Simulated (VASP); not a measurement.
Here is a VASP 6.6.1 calculation.

The input INCAR:

```
SYSTEM = GaN
PREC = Accurate
ENCUT = 600
EDIFF = 1E-6
ISMEAR = -1
SIGMA = 0.05
LREAL = .False.
LASPH = .True.
NELM = 80
ALGO = Normal
ISIF = 3
LWAVE = .False.
LCHARG = .False.
GGA = RE
IVDW = 13
IBRION = 2
NSW = 80
EDIFFG = -0.01
```

The input KPOINTS:

```
regular mesh
0
Gamma
  10 10 10
  0 0 0
```

POSCAR

```
GaN
1.0
    0.0000000000      2.2535006075      2.2535006075
    2.2535006075      0.0000000000      2.2535006075
    2.2535006075      2.2535006075      0.0000000000
Ga N
1 1
Direct
    0.0000000000      0.0000000000      0.0000000000
    0.2500000000      0.2500000000      0.2500000000
```

Potentials or basis: VASP PAW PBE potentials, release 64 (Ga_d, N).

Launch:

```sh
$ cat potpaw_PBE.64/Ga_d/POTCAR potpaw_PBE.64/N/POTCAR > POTCAR
$ mpirun -np 1 vasp_std > vasp.out
```

(1) Predict the relaxed volume.

(2) What does it give for the space group after relaxing (to 0.05 Å)?

(3) What does it give for the relaxed cell?

## Answers

(1) 11.20 Å³/atom.

(2) F-43m (No. 216).

(3) a = 3.164 Å, b = 3.164 Å, c = 3.164 Å, α = 60.00°, β = 60.00°, γ = 60.00°.

Caveat: the PAW data sets were made with another functional, which shifts forces and pressure a little.
